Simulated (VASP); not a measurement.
# AlSiN (P-6m2) in VASP: a series of runs

The runs below take AlSiN through single point, with PBE, PBE+D4.

All numbers are computed with VASP 6.6.1; they aren't measurements. Logs are shortened: lines on timing, memory, paths and dates and some standing lists are left out, and cuts for length are marked.

### 1 The cell of the first run

Symmetry: P-6m2, No. 187, hexagonal system. The conventional cell has a = 3.062 Å, b = 3.062 Å, c = 6.427 Å, α = 90.00°, β = 90.00°, γ = 120.00°. Al (site symmetry -6m2) has 3 N at 1.77 Å within 2.3 Å. Si (site symmetry -6m2) has 6 Si at 3.06 Å and 6 Al at 3.67 Å and 6 N at 3.67 Å within 4.0 Å. Within 2.3 Å of N (site symmetry -6m2) lie 3 Al at 1.77 Å.

### 2 Single point, PBE, collinear spin, ferromagnetic start

Contents of INCAR:

```
SYSTEM = AlSiN
ALGO     = Normal         ! electronic algorithm
EDIFF    = 1E-6           ! SCF threshold, eV
ENCUT    = 600            ! plane-wave cutoff, eV
GGA      = PE             ! functional
GGA_COMPAT= .FALSE.      
ISIF     = 2              ! what is computed and relaxed
ISMEAR   = 0              ! smearing method
ISPIN    = 2              ! spin polarisation
LASPH    = .TRUE.         ! aspherical terms in the spheres
LCHARG   = .FALSE.        ! write CHGCAR
LORBIT   = 11             ! projections on sites
LREAL    = .FALSE.        ! projectors in reciprocal space
LWAVE    = .FALSE.        ! write WAVECAR
MAGMOM   = 0 0 1          ! initial moments
NBANDS   = 17             ! bands
NELM     = 200            ! most SCF steps
PREC     = Accurate       ! precision mode
SIGMA    = 0.1            ! smearing width, eV
```

Contents of KPOINTS:

```
k-points
0
G
  6 6 4
  0 0 0
```

Contents of POSCAR:

```
AlSiN
1.0
    3.0619703662      0.0000000000      0.0000000000
   -1.5309851831      2.6517441227      0.0000000000
    0.0000000000      0.0000000000      6.4272421218
Al Si N
1 1 1
Direct
    0.6666666667      0.3333333333      0.5000000000
    0.0000000000      0.0000000000      0.0000000000
    0.3333333333      0.6666666667      0.5000000000
```

Potentials or basis: VASP PAW PBE potentials, release 64 (Al, Si, N).

On the command line:

```
$ cat potpaw_PBE.64/Al/POTCAR potpaw_PBE.64/Si/POTCAR potpaw_PBE.64/N/POTCAR > POTCAR
$ mpirun -np 1 vasp_std > vasp.out
```

OUTCAR:

```text
SYSTEM = AlSiN
   EDIFF = 1E-6
   ENCUT = 600
   GGA = PE
   ISIF = 2
   ISMEAR = 0
   ISPIN = 2
   LASPH = .TRUE.
   LORBIT = 11
   LREAL = .FALSE.
   NELM = 200
   PREC = Accurate

 ion  position               nearest neighbor table
   1  0.667  0.333  0.500-   3 1.77   3 1.77   3 1.77
   2  0.000  0.000  0.000-
   3  0.333  0.667  0.500-   1 1.77   1 1.77   1 1.77

  LATTYP: Found a hexagonal cell.
 ALAT       =     3.0619703662
 C/A-ratio  =     2.0990543190

  Lattice vectors:

 A1 = (   3.0619703662,   0.0000000000,   0.0000000000)
 A2 = (  -1.5309851831,   2.6517441227,   0.0000000000)
 A3 = (   0.0000000000,   0.0000000000,   6.4272421218)

Analysis of symmetry for initial positions (statically):
=====================================================================
 Subroutine PRICEL returns:
 Original cell was already a primitive cell.

 Routine SETGRP: Setting up the symmetry group for a
 hexagonal supercell.

 Subroutine GETGRP returns: Found 12 space group operations
 (whereof 12 operations were pure point group operations)
 out of a pool of 24 trial point group operations.

The static configuration has the point symmetry D_3h.

Analysis of symmetry for dynamics (positions and initial velocities):
=====================================================================
 Subroutine PRICEL returns:
 Original cell was already a primitive cell.

 Routine SETGRP: Setting up the symmetry group for a
 hexagonal supercell.

 Subroutine GETGRP returns: Found 12 space group operations
 (whereof 12 operations were pure point group operations)
 out of a pool of 24 trial point group operations.

The dynamic configuration has the point symmetry D_3h.

Analysis of structural, dynamic, and magnetic symmetry:
=====================================================================
 Subroutine PRICEL returns:
 Original cell was already a primitive cell.

 Routine SETGRP: Setting up the symmetry group for a
 hexagonal supercell.

 Subroutine GETGRP returns: Found 12 space group operations
 (whereof 12 operations were pure point group operations)
 out of a pool of 24 trial point group operations.

The overall configuration has the point symmetry D_3h.

 Subroutine INISYM returns: Found 12 space group operations
 (whereof 12 operations are pure point group operations),
 and found     1 'primitive' translations

----------------------------------------------------------------------------------------

                                     Primitive cell

  volume of cell :      52.1864

  direct lattice vectors                    reciprocal lattice vectors
     3.061970366  0.000000000  0.000000000     0.326587093  0.188555146  0.000000000
    -1.530985183  2.651744123  0.000000000     0.000000000  0.377110292  0.000000000
     0.000000000  0.000000000  6.427242122     0.000000000  0.000000000  0.155587728

  length of vectors
     3.061970366  3.061970366  6.427242122     0.377110292  0.377110292  0.155587728

  position of ions in fractional coordinates (direct lattice)
     0.666666667  0.333333333  0.500000000
     0.000000000  0.000000000  0.000000000
     0.333333333  0.666666667  0.500000000

  ion indices of the primitive-cell ions
   primitive index   ion index
                 1           1
                 2           2
                 3           3

----------------------------------------------------------------------------------------

 KPOINTS: k-points

Automatic generation of k-mesh.
 Grid dimensions read from file:
 generate k-points for:    6    6    4

 Generating k-lattice:

  Cartesian coordinates                     Fractional coordinates (reciprocal lattice)
     0.054431182  0.031425858  0.000000000     0.166666667  0.000000000  0.000000000
     0.000000000  0.062851715  0.000000000     0.000000000  0.166666667  0.000000000
     0.000000000  0.000000000  0.038896932     0.000000000  0.000000000  0.250000000

  Length of vectors
     0.062851715  0.062851715  0.038896932

  Shift w.r.t. Gamma in fractional coordinates (k-lattice)
     0.000000000  0.000000000  0.000000000

 Subroutine IBZKPT returns following result:
 ===========================================

 Found     21 irreducible k-points:

 Following reciprocal coordinates:
            Coordinates               Weight
  0.000000  0.000000  0.000000      1.000000
  0.166667 -0.000000  0.000000      6.000000
  0.333333  0.000000  0.000000      6.000000
  0.500000  0.000000  0.000000      3.000000
  0.166667  0.166667  0.000000      6.000000
  0.333333  0.166667  0.000000     12.000000
[... 13 lines left out ...]
  0.333333  0.166667  0.500000     12.000000
  0.333333  0.333333  0.500000      2.000000
   k-points           NKPTS =     21   k-points in BZ     NKDIM =     21   number of bands    NBANDS=     17
   number of dos      NEDOS =    301   number of ions     NIONS =      3
   total plane-waves  NPLWV =  31104
   dimension x,y,z NGX =    24 NGY =   24 NGZ =   54
   dimension x,y,z NGXF=    48 NGYF=   48 NGZF=  108
   ions per type =               1   1   1
   NGX,Y,Z   is equivalent  to a cutoff of  13.03, 13.03, 13.97 a.u.
   NGXF,Y,Z  is equivalent  to a cutoff of  26.06, 26.06, 27.94 a.u.
 SYSTEM =  AlSiN
   PREC   = accura    normal or accurate (medium, high low for compatibility)
   ISTART =      0    job   : 0-new  1-cont  2-samecut
   ICHARG =      2    charge: 1-file 2-atom 10-const
   ISPIN  =      2    spin polarized calculation?
   LNONCOLLINEAR =      F non collinear calculations
   LSORBIT =      F    spin-orbit coupling
   LASPH  =      T    aspherical Exc in radial PAW
   ENCUT  =  600.0 eV  44.10 Ry    6.64 a.u.   6.12  6.12 12.84*2*pi/ulx,y,z
   NELM   =    200;   NELMIN=  2; NELMDL= -5     # of ELM steps
   EDIFF  = 0.1E-05   stopping-criterion for ELM
   LREAL  =      F    real-space projection
   EDIFFG = 0.1E-04   stopping-criterion for IOM
   NSW    =      0    number of steps for IOM
   IBRION =     -1    ionic relax: 0-MD 1-quasi-New 2-CG
   NFREE  =      0    steps in history (QN), initial steepest desc. (CG)
   ISIF   =      2    stress and relaxation
   ISYM   =      2    0-nonsym 1-usesym 2-fastsym
   POTIM  = 0.5000    time-step for ionic-motion
   TEBEG  =    0.0;   TEEND  =   0.0 temperature during run
   PSTRESS=    0.0 pullay stress
   NELECT =      12.0000    total number of electrons
   NUPDOWN=      -1.0000    fix difference up-down
   EMIN   =  10.00;   EMAX   =-10.00  energy-range for DOS
   EFERMI =   0.00;   METHOD = LEGACY
   ISMEAR =     0;   SIGMA  =   0.10  broadening in eV -4-tet -1-fermi 0-gaus
   EFERMI_NEDOS =   21; number of points for ismear=-14 and -15
   IALGO  =     38    algorithm
   IMIX   =      4    mixing-type and parameters
     AMIX     =   0.40;   BMIX     =  1.00
     AMIX_MAG =   1.60;   BMIX_MAG =  1.00
  volume/ion in A,a.u.               =      17.40       117.39
  Fermi-wavevector in a.u.,A,eV,Ry     =   1.002958  1.895316 13.686442  1.005925
  Thomas-Fermi vector in A             =   2.135479
   LORBIT       =     11    0 simple, 1 ext, 2 COOP (PROOUT), +10 PAW based schemes
   GGA     = PE    functional components
   LHFCALC =     F    Hartree Fock is set to
   AEXX    =    0.0000 exact exchange contribution
   IVDW    =     0    specifies the selected vdW correction
   LEPSILON=     F    determine dielectric tensor
   LRPA    =     F    only Hartree local field effects (RPA)
 spin polarized calculation
 Gauss-broadening in eV      SIGMA  =   0.10
  energy-cutoff  :      600.00
  volume of cell :       52.19
 maximum number of plane-waves:      1768
   NGX = 13   NGY = 13   NGZ = 25

 number of electron      11.9999999 magnetization       0.0005435

 number of electron      11.9999999 magnetization      -0.0000312

 Free energy of the ion-electron system (eV)
  ---------------------------------------------------
  ext. energy  EPLUGINS =         0.00000000
  ---------------------------------------------------
  free energy    TOTEN  =       -17.66422020 eV

  energy without entropy =      -17.66077027  energy(sigma->0) =      -17.66249523

 E-fermi :   4.6670     XC(G=0):  -9.3181

 val. band max:        4.6005296568   @ k =   0.1667   0.1667   0.2500
 cond. band min:       4.8085924953   @ k =   0.1667  -0.0000   0.0000
 fundamental gap:      0.2080628385
 Fermi energy:         4.6669657849

 spin component 1

 k-point     1 :       0.0000    0.0000    0.0000
  band No.  band energies     occupation
      1     -11.0053      1.00000
      2      -4.8033      1.00000
      3      -0.4808      1.00000
      4       2.2304      1.00000
      5       2.2304      1.00000
      6       4.5522      0.94769
[... 9 lines left out ...]
     16      16.3266      0.00000
     17      19.7233      0.00000
[... 381 lines left out ...]
 k-point    21 :       0.3333    0.3333    0.5000
  band No.  band energies     occupation
      1      -9.2717      1.00000
      2      -0.9250      1.00000
      3      -0.8714      1.00000
      4       0.1201      1.00000
      5       2.1254      1.00000
      6       2.6890      1.00000
[... 9 lines left out ...]
     16      19.2183      0.00000
     17      20.1501      0.00000
 Fermi energy:         4.6669657849

 spin component 2

 k-point     1 :       0.0000    0.0000    0.0000
  band No.  band energies     occupation
      1     -11.0053      1.00000
      2      -4.8033      1.00000
      3      -0.4808      1.00000
      4       2.2305      1.00000
      5       2.2305      1.00000
      6       4.5523      0.94760
[... 9 lines left out ...]
     16      16.3266      0.00000
     17      19.7233      0.00000
[... 381 lines left out ...]
 k-point    21 :       0.3333    0.3333    0.5000
  band No.  band energies     occupation
      1      -9.2717      1.00000
      2      -0.9250      1.00000
      3      -0.8714      1.00000
      4       0.1201      1.00000
      5       2.1255      1.00000
      6       2.6891      1.00000
[... 9 lines left out ...]
     16      19.2182      0.00000
     17      20.1770      0.00000

------------------------ aborting loop because EDIFF is reached ----------------------------------------

  FORCE on cell =-STRESS in cart. coord.  units (eV):
  Direction    XX          YY          ZZ          XY          YZ          ZX
  --------------------------------------------------------------------------------------
  -------------------------------------------------------------------------------------
  Total       -0.0075884     -0.0075884     -0.0521324      0.0000000     -0.0000000      0.0000000
  in kB       -0.2329708     -0.2329708     -1.6005212      0.0000000     -0.0000000      0.0000000
  external PRESSURE =      -0.6888209 kB  Pullay stress =       0.0000000 kB

 VOLUME and BASIS-vectors are now :
 -----------------------------------------------------------------------------
  energy-cutoff  :      600.00
  volume of cell :       52.19
      direct lattice vectors                 reciprocal lattice vectors
     3.061970366  0.000000000  0.000000000     0.326587093  0.188555146  0.000000000
    -1.530985183  2.651744123  0.000000000     0.000000000  0.377110292  0.000000000
     0.000000000  0.000000000  6.427242122     0.000000000  0.000000000  0.155587728

 POSITION                                       TOTAL-FORCE (eV/Angst)
 -----------------------------------------------------------------------------------
      1.53099      0.88391      3.21362        -0.000000     -0.000000      0.000000
      0.00000      0.00000      0.00000        -0.000000     -0.000000      0.000000
     -0.00000      1.76783      3.21362         0.000000      0.000000      0.000000
 -----------------------------------------------------------------------------------
    total drift:                                0.000001     -0.000000     -0.000000

  FREE ENERGIE OF THE ION-ELECTRON SYSTEM (eV)
  ---------------------------------------------------
  free  energy   TOTEN  =       -17.6642201985 eV

  energy  without entropy=      -17.6607702693  energy(sigma->0) =      -17.66249523

 total charge

# of ion       s       p       d       tot
------------------------------------------
    1        0.400   0.473   0.000   0.872
    2        0.918   0.551   0.000   1.469
    3        1.246   2.621   0.000   3.867
--------------------------------------------------
tot          2.563   3.645   0.000   6.208

 magnetization (x)

# of ion       s       p       d       tot
------------------------------------------
    1        0.000  -0.000   0.000  -0.000
    2        0.000   0.000   0.000   0.000
    3        0.000   0.000   0.000   0.000
--------------------------------------------------
tot          0.000   0.000   0.000   0.000
```

It took 19 s on 1 thread of Intel Xeon Platinum 8559C (Emerald Rapids), shared host; peak memory 0.2 GiB.

What came out:

```
Free energy                                           : -17.6642 eV
Pressure                                              : -0.1 GPa
Band gap on the k mesh                                : zero (filled and empty bands overlap)
Net moment                                            : 0.00 μB per cell
Valence electrons inside the program's atomic spheres : Al 0.87; Si 1.47; N 3.87
```

Caveat: the k points lie up to 0.39 Å⁻¹ apart.

[end of part 1 of 2]
